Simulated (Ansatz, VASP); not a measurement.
One calculation of Ag, two programs

Contents of INCAR:

```
ALGO = Normal
EDIFF = 1E-8
ENCUT = 400
GGA = PE
GGA_COMPAT = False
ISIF = 2
ISMEAR = -1
LASPH = True
LCHARG = False
LEFG = True
LREAL = False
LWAVE = False
NBANDS = 12
NELM = 120
PREC = Accurate
SIGMA = 0.05
```

The input KPOINTS:

```
k-points
0
Gamma
  15 15 15
```

File POSCAR:

```
Ag
1.0
    0.0000000000      2.1043930000      2.0431000000
    2.1043930000      0.0000000000      2.0431000000
    2.1043930000      2.1043930000      0.0000000000
Ag
1
Direct
    0.0000000000      0.0000000000      0.0000000000
```

Input for Ansatz:

```yaml
crystal:
  lattice:
    - [0.0, 2.104393, 2.0431]
    - [2.104393, 0.0, 2.0431]
    - [2.104393, 2.104393, 0.0]
  atoms:
    - { symbol: Ag, position: [0.0, 0.0, 0.0] }
kpoints:
  mp_grid: { grid: [15, 15, 15] }
scf:
  occupations: { method: fermi_dirac, width: 0.05 }
hamiltonian:
  xc: pbe
  pseudopotentials: { kind: all_electron, datasets: crystal }
output:
  forces: true
  stress: true
  eigenvalues: true
  efg: { contact_densities: true }
```

Change from the starting cell: equal xx and yy strain of +3 %, crystal datasets.

Alike in both runs: task electric field gradients; functional PBE; k mesh 15 × 15 × 15; occupations fermi-dirac, width 0.05 eV; no spin polarisation.

|  | VASP | Ansatz |
| --- | --- | --- |
| version | VASP 6.6.1 | Ansatz 0.2.0 |
| potentials or method | VASP PAW PBE potentials, release 64 (Ag), cutoff 400 eV | all-electron PAW with datasets made for the crystal, scalar-relativistic |

```csv
,VASP,Ansatz,Ansatz less VASP
pressure (GPa),-1.7,-1.3,+0.40
"traceless stress, the component that is largest in VASP (GPa)",0.13,0.12,0.000
size of Vzz on the site where it differs most (V/Å²),1.2,2.0,+0.86
```

Ansatz ran all-electron here, and VASP with PAW potentials.
